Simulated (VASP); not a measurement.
# KCl (P2_13) in VASP: relaxation of cell and atoms with PBEsol

Aim: the relaxation of cell and atoms of KCl with PBEsol.

Program: VASP 6.6.1. These are calculated values, not measurements. Logs are shortened: lines on timing, memory, paths and dates and some standing lists are left out, and cuts for length are marked.

## Step 1: The cell of the first run

It takes space group P2_13 (No. 198, cubic). Conventional cell: a = 6.284 Å, b = 6.284 Å, c = 6.284 Å, α = 90.00°, β = 90.00°, γ = 90.00°. Within 4.2 Å of K (site symmetry 3) lie 7 Cl at 3.22 to 3.52 Å and 6 K at 3.85 Å. Cl (site symmetry 3) has 7 K at 3.22 to 3.52 Å and 6 Cl at 3.89 Å within 4.2 Å.

## Step 2: Relaxation of cell and atoms, PBEsol

Contents of INCAR:

```
SYSTEM = KCl
  PREC = Accurate
  ENCUT = 600
  EDIFF = 1E-6
  ISMEAR = -1
  SIGMA = 0.03
  LREAL = .False.
  LASPH = .True.
  NELM = 80
  ALGO = Normal
  ISIF = 3
  LWAVE = .False.
  LCHARG = .False.
  GGA = PS
  IBRION = 2
  NSW = 100
  EDIFFG = -0.01
```

Contents of KPOINTS:

```
regular mesh
0
Gamma
  4 4 4
  0 0 0
```

Contents of POSCAR:

```
KCl
1.0
    6.2837426000      0.0000000000      0.0000000000
    0.0000000000      6.2837426000      0.0000000000
    0.0000000000      0.0000000000      6.2837426000
K Cl
4 4
Direct
    0.8630876900      0.6369123100      0.3630876900
    0.6369123100      0.3630876900      0.8630876900
    0.3630876900      0.8630876900      0.6369123100
    0.1369123100      0.1369123100      0.1369123100
    0.1586982700      0.3413017300      0.6586982700
    0.3413017300      0.6586982700      0.1586982700
    0.6586982700      0.1586982700      0.3413017300
    0.8413017300      0.8413017300      0.8413017300
```

Potentials or basis: VASP PAW PBE potentials, release 64 (K_sv, Cl).

On the command line:

```
$ cat potpaw_PBE.64/K_sv/POTCAR potpaw_PBE.64/Cl/POTCAR > POTCAR
$ mpirun -np 1 vasp_std > vasp.out
```

OUTCAR:

```text
SYSTEM = KCl
   PREC = Accurate
   ENCUT = 600
   EDIFF = 1E-6
   ISMEAR = -1
   LREAL = .False.
   LASPH = .True.
   NELM = 80
   ISIF = 3
   GGA = PS
   IBRION = 2
   NSW = 100
   EDIFFG = -0.01

 ion  position               nearest neighbor table
   1  0.863  0.637  0.363-   5 3.22
   2  0.637  0.363  0.863-   6 3.22
   3  0.363  0.863  0.637-   7 3.22
   4  0.137  0.137  0.137-   8 3.22
   5  0.159  0.341  0.659-   1 3.22
   6  0.341  0.659  0.159-   2 3.22
   7  0.659  0.159  0.341-   3 3.22
   8  0.841  0.841  0.841-   4 3.22

  LATTYP: Found a simple cubic cell.
 ALAT       =     6.2837426000

  Lattice vectors:

 A1 = (   6.2837426000,   0.0000000000,   0.0000000000)
 A2 = (   0.0000000000,   6.2837426000,   0.0000000000)
 A3 = (   0.0000000000,   0.0000000000,   6.2837426000)

Analysis of symmetry for initial positions (statically):
=====================================================================
 Subroutine PRICEL returns:
 Original cell was already a primitive cell.

 Routine SETGRP: Setting up the symmetry group for a
 simple cubic supercell.

 Subroutine GETGRP returns: Found 12 space group operations
 (whereof  3 operations were pure point group operations)
 out of a pool of 48 trial point group operations.

The static configuration has the point symmetry C_3 .
 The point group associated with its full space group is T   .

Analysis of symmetry for dynamics (positions and initial velocities):
=====================================================================
 Subroutine PRICEL returns:
 Original cell was already a primitive cell.

 Routine SETGRP: Setting up the symmetry group for a
 simple cubic supercell.

 Subroutine GETGRP returns: Found 12 space group operations
 (whereof  3 operations were pure point group operations)
 out of a pool of 48 trial point group operations.

The dynamic configuration has the point symmetry C_3 .
 The point group associated with its full space group is T   .

 Subroutine INISYM returns: Found 12 space group operations
 (whereof  3 operations are pure point group operations),
 and found     1 'primitive' translations

----------------------------------------------------------------------------------------

                                     Primitive cell

  volume of cell :     248.1162

  direct lattice vectors                    reciprocal lattice vectors
     6.283742600  0.000000000  0.000000000     0.159140828  0.000000000  0.000000000
     0.000000000  6.283742600  0.000000000     0.000000000  0.159140828  0.000000000
     0.000000000  0.000000000  6.283742600     0.000000000  0.000000000  0.159140828

  length of vectors
     6.283742600  6.283742600  6.283742600     0.159140828  0.159140828  0.159140828

  position of ions in fractional coordinates (direct lattice)
     0.863087690  0.636912310  0.363087690
     0.636912310  0.363087690  0.863087690
     0.363087690  0.863087690  0.636912310
     0.136912310  0.136912310  0.136912310
     0.158698270  0.341301730  0.658698270
     0.341301730  0.658698270  0.158698270
     0.658698270  0.158698270  0.341301730
     0.841301730  0.841301730  0.841301730

  ion indices of the primitive-cell ions
   primitive index   ion index
                 1           1
                 2           2
                 3           3
                 4           4
                 5           5
                 6           6
                 7           7
                 8           8

----------------------------------------------------------------------------------------

 KPOINTS: regular mesh

Automatic generation of k-mesh.
 Grid dimensions read from file:
 generate k-points for:    4    4    4

 Generating k-lattice:

  Cartesian coordinates                     Fractional coordinates (reciprocal lattice)
     0.039785207  0.000000000  0.000000000     0.250000000  0.000000000  0.000000000
     0.000000000  0.039785207  0.000000000     0.000000000  0.250000000  0.000000000
     0.000000000  0.000000000  0.039785207     0.000000000  0.000000000  0.250000000

  Length of vectors
     0.039785207  0.039785207  0.039785207

  Shift w.r.t. Gamma in fractional coordinates (k-lattice)
     0.000000000  0.000000000  0.000000000

 Subroutine IBZKPT returns following result:
 ===========================================

 Found     11 irreducible k-points:

 Following reciprocal coordinates:
            Coordinates               Weight
  0.000000  0.000000  0.000000      1.000000
  0.250000  0.000000  0.000000      6.000000
  0.500000  0.000000  0.000000      3.000000
  0.250000  0.250000  0.000000     12.000000
  0.500000  0.250000  0.000000      6.000000
 -0.250000  0.500000  0.000000      6.000000
  0.500000  0.500000  0.000000      3.000000
  0.250000  0.250000  0.250000      8.000000
  0.500000  0.250000  0.250000     12.000000
  0.500000  0.500000  0.250000      6.000000
  0.500000  0.500000  0.500000      1.000000
   k-points           NKPTS =     11   k-points in BZ     NKDIM =     11   number of bands    NBANDS=     38
   number of dos      NEDOS =    301   number of ions     NIONS =      8
   total plane-waves  NPLWV = 125000
   dimension x,y,z NGX =    50 NGY =   50 NGZ =   50
   dimension x,y,z NGXF=   100 NGYF=  100 NGZF=  100
   ions per type =               4   4
   NGX,Y,Z   is equivalent  to a cutoff of  13.23, 13.23, 13.23 a.u.
   NGXF,Y,Z  is equivalent  to a cutoff of  26.46, 26.46, 26.46 a.u.
 SYSTEM =  KCl
   PREC   = accura    normal or accurate (medium, high low for compatibility)
   ISTART =      0    job   : 0-new  1-cont  2-samecut
   ICHARG =      2    charge: 1-file 2-atom 10-const
   ISPIN  =      1    spin polarized calculation?
   LNONCOLLINEAR =      F non collinear calculations
   LSORBIT =      F    spin-orbit coupling
   LASPH  =      T    aspherical Exc in radial PAW
   ENCUT  =  600.0 eV  44.10 Ry    6.64 a.u.  12.55 12.55 12.55*2*pi/ulx,y,z
   NELM   =     80;   NELMIN=  2; NELMDL= -5     # of ELM steps
   EDIFF  = 0.1E-05   stopping-criterion for ELM
   LREAL  =      F    real-space projection
   EDIFFG = -.1E-01   stopping-criterion for IOM
   NSW    =    100    number of steps for IOM
   IBRION =      2    ionic relax: 0-MD 1-quasi-New 2-CG
   NFREE  =      1    steps in history (QN), initial steepest desc. (CG)
   ISIF   =      3    stress and relaxation
   ISYM   =      2    0-nonsym 1-usesym 2-fastsym
   POTIM  = 0.5000    time-step for ionic-motion
   TEBEG  =    0.0;   TEEND  =   0.0 temperature during run
   PSTRESS=    0.0 pullay stress
   NELECT =      64.0000    total number of electrons
   NUPDOWN=      -1.0000    fix difference up-down
   EMIN   =  10.00;   EMAX   =-10.00  energy-range for DOS
   EFERMI =   0.00;   METHOD = LEGACY
   ISMEAR =    -1;   SIGMA  =   0.03  broadening in eV -4-tet -1-fermi 0-gaus
   EFERMI_NEDOS =   21; number of points for ismear=-14 and -15
   IALGO  =     38    algorithm
   IMIX   =      4    mixing-type and parameters
     AMIX     =   0.40;   BMIX     =  1.00
     AMIX_MAG =   1.60;   BMIX_MAG =  1.00
  volume/ion in A,a.u.               =      31.01       209.30
  Fermi-wavevector in a.u.,A,eV,Ry     =   1.042117  1.969315 14.776031  1.086008
  Thomas-Fermi vector in A             =   2.176768
   LORBIT       =      0    0 simple, 1 ext, 2 COOP (PROOUT), +10 PAW based schemes
   GGA     = PS    functional components
   LHFCALC =     F    Hartree Fock is set to
   AEXX    =    0.0000 exact exchange contribution
   IVDW    =     0    specifies the selected vdW correction
   LEPSILON=     F    determine dielectric tensor
   LRPA    =     F    only Hartree local field effects (RPA)
 conjugate gradient relaxation of ions
 non-spin polarized calculation
  energy-cutoff  :      600.00
  volume of cell :      248.12
 maximum number of plane-waves:      8340
   NGX = 25   NGY = 25   NGZ = 25

--------------------------------------- Ionic step        1  -------------------------------------------

 number of electron      64.0000001 magnetization

 Free energy of the ion-electron system (eV)
  ---------------------------------------------------
  ext. energy  EPLUGINS =         0.00000000
  ---------------------------------------------------
  free energy    TOTEN  =       -26.56891336 eV

  energy without entropy =      -26.56891336  energy(sigma->0) =      -26.56891336

------------------------ aborting loop because EDIFF is reached ----------------------------------------

  FORCE on cell =-STRESS in cart. coord.  units (eV):
  Direction    XX          YY          ZZ          XY          YZ          ZX
  --------------------------------------------------------------------------------------
  -------------------------------------------------------------------------------------
  Total       -2.8257635     -2.8257635     -2.8257635      0.0000000     -0.0000000      0.0000000
  in kB      -18.2469898    -18.2469898    -18.2469898      0.0000000     -0.0000000      0.0000000
  external PRESSURE =     -18.2469898 kB  Pullay stress =       0.0000000 kB
[... 107 lines left out ...]
  FREE ENERGIE OF THE ION-ELECTRON SYSTEM (eV)
  ---------------------------------------------------
  free  energy   TOTEN  =       -26.7892071675 eV

  energy  without entropy=      -26.7892071675  energy(sigma->0) =      -26.78920717

 E-fermi :   0.0315     XC(G=0):  -8.4716

 val. band max:       -0.7943130686   @ k =   0.2500   0.2500   0.2500
 cond. band min:       4.0992539769   @ k =   0.0000   0.0000   0.0000
 fundamental gap:      4.8935670455
 Fermi energy:         0.0314504945

 k-point     1 :       0.0000    0.0000    0.0000
  band No.  band energies     occupation
      1     -28.4894      2.00000
      2     -28.4304      2.00000
      3     -28.4304      2.00000
      4     -28.4304      2.00000
      5     -13.2516      2.00000
      6     -13.0547      2.00000
[... 440 lines left out ...]
     37       7.2711      0.00000
     38       7.2711      0.00000

[... ionic steps 4 to 34 ...]

--------------------------------------- Ionic step       35  -------------------------------------------

 number of electron      63.9999992 magnetization

------------------------ aborting loop because EDIFF is reached ----------------------------------------

  FORCE on cell =-STRESS in cart. coord.  units (eV):
  Direction    XX          YY          ZZ          XY          YZ          ZX
  --------------------------------------------------------------------------------------
  -------------------------------------------------------------------------------------
  Total       -0.0971199     -0.0971199     -0.0971199      0.0000000      0.0000000      0.0000000
  in kB       -0.6342949     -0.6342949     -0.6342949      0.0000000      0.0000000      0.0000000
  external PRESSURE =      -0.6342949 kB  Pullay stress =       0.0000000 kB
[... 69 lines left out ...]
  energy  without entropy=      -28.0929990146  energy(sigma->0) =      -28.09299901

--------------------------------------- Ionic step       37  -------------------------------------------

 number of electron      63.9999986 magnetization

 Free energy of the ion-electron system (eV)
  ---------------------------------------------------
  ext. energy  EPLUGINS =         0.00000000
  ---------------------------------------------------
  free energy    TOTEN  =       -28.09348265 eV

  energy without entropy =      -28.09348265  energy(sigma->0) =      -28.09348265

 E-fermi :  -1.1292     XC(G=0):  -7.8079

 val. band max:       -1.8251056178   @ k =   0.0000   0.0000   0.0000
 cond. band min:       3.2623791869   @ k =   0.0000   0.0000   0.0000
 fundamental gap:      5.0874848047
 Fermi energy:        -1.1291550256

 k-point     1 :       0.0000    0.0000    0.0000
  band No.  band energies     occupation
      1     -28.8208      2.00000
      2     -28.8049      2.00000
      3     -28.8049      2.00000
      4     -28.8049      2.00000
      5     -13.9398      2.00000
      6     -13.8318      2.00000
[... 475 lines left out ...]
  FREE ENERGIE OF THE ION-ELECTRON SYSTEM (eV)
  ---------------------------------------------------
  free  energy   TOTEN  =       -28.0934826522 eV

  energy  without entropy=      -28.0934826522  energy(sigma->0) =      -28.09348265

 reached required accuracy - stopping structural energy minimisation
```

Wall time 46 min (1 thread of Intel Xeon Platinum 8259CL at 2.50GHz (Skylake/Cascade Lake), shared host); peak memory 0.42 GiB.

What came out:

```yaml
Free_energy: -28.0935 eV
Relaxed_volume: 30.53 Å³/atom
Relaxed_cell: a = 6.251 Å, b = 6.251 Å, c = 6.251 Å, α = 90.00°, β = 90.00°, γ = 90.00°
Space_group_after_relaxing_to_0.1_Å: Fm-3m (No. 225)
Energy_gained_by_relaxing: 190.6 meV/atom
Ionic_steps: 37
Pressure_after_relaxing: 0.0 GPa
Largest_force_after_relaxing: 0.008 eV/Å
Band_gap_on_the_k_mesh: 5.09 eV
```

Forces on the atoms (eV/Å):
```
K   -0.004  0.004 -0.004
K    0.004 -0.004 -0.004
K   -0.004 -0.004  0.004
K    0.004  0.004  0.004
Cl  -0.005  0.005 -0.005
Cl   0.005 -0.005 -0.005
Cl  -0.005 -0.005  0.005
Cl   0.005  0.005  0.005
```

Step by step:
```tsv
step	energy change (eV)	largest force (eV/Å)	pressure (GPa)	volume (Å³)
1	0.0000	0.2508	-1.82	248.12
2	-0.1354	0.2237	-1.19	235.65
3	-0.2203	0.2617	0.05	219.29
4	-0.2211	0.2708	0.25	217.22
5	-0.2471	0.2632	0.26	216.96
6	-0.3178	0.2536	0.33	216.15
7	-0.4411	0.2598	0.64	214.54
8	-0.6654	0.2636	1.66	211.35
9	-0.8896	0.2338	4.36	205.07
10	-0.8993	0.2402	4.33	205.36
11	-0.9278	0.2561	4.25	206.25
12	-0.9810	0.2865	4.07	208.03
13	-1.0725	0.3403	3.73	211.63
14	-1.1891	0.4176	3.02	218.94
15	-1.1483	0.5563	1.57	234.06
16	-1.2127	0.4877	2.41	225.27
17	-1.2846	0.4256	1.96	228.33
18	-1.4311	0.2630	0.80	237.68
19	-1.4736	0.0973	-0.81	257.13
20	-1.4910	0.1335	-0.37	250.61
21	-1.4913	0.1398	-0.30	249.69
22	-1.4971	0.1305	-0.26	248.82
23	-1.5108	0.0997	-0.11	246.23
24	-1.5177	0.0263	0.26	241.11
25	-1.5188	0.0480	0.15	242.50
26	-1.5204	0.0358	0.06	243.63
27	-1.5209	0.0233	-0.03	244.82
28	-1.5213	0.0200	-0.02	244.62
29	-1.5221	0.0264	0.03	244.03
30	-1.5219	0.0402	0.13	242.85
31	-1.5223	0.0316	0.07	243.55
32	-1.5226	0.0309	0.06	243.78
33	-1.5233	0.0290	0.00	244.48
34	-1.5234	0.0249	-0.10	245.87
35	-1.5236	0.0267	-0.06	245.32
36	-1.5241	0.0201	-0.04	244.98
37	-1.5246	0.0079	0.02	244.22
```

Final structure:
```cif
data_structure
_symmetry_space_group_name_H-M 'P 1'
_symmetry_Int_Tables_number 1
_cell_length_a 6.2506
_cell_length_b 6.2506
_cell_length_c 6.2506
_cell_angle_alpha 90.000
_cell_angle_beta 90.000
_cell_angle_gamma 90.000
_cell_volume 244.22
loop_
_atom_site_label
_atom_site_type_symbol
_atom_site_fract_x
_atom_site_fract_y
_atom_site_fract_z
_atom_site_occupancy
K1 K 0.75001 0.74999 0.25001 1
K2 K 0.74999 0.25001 0.75001 1
K3 K 0.25001 0.75001 0.74999 1
K4 K 0.24999 0.24999 0.24999 1
Cl1 Cl 0.25048 0.24952 0.75048 1
Cl2 Cl 0.24952 0.75048 0.25048 1
Cl3 Cl 0.75048 0.25048 0.24952 1
Cl4 Cl 0.74952 0.74952 0.74952 1
```

Caveat: the PAW data sets were made with another functional, which shifts forces and pressure a little. A k mesh can miss the band edges.
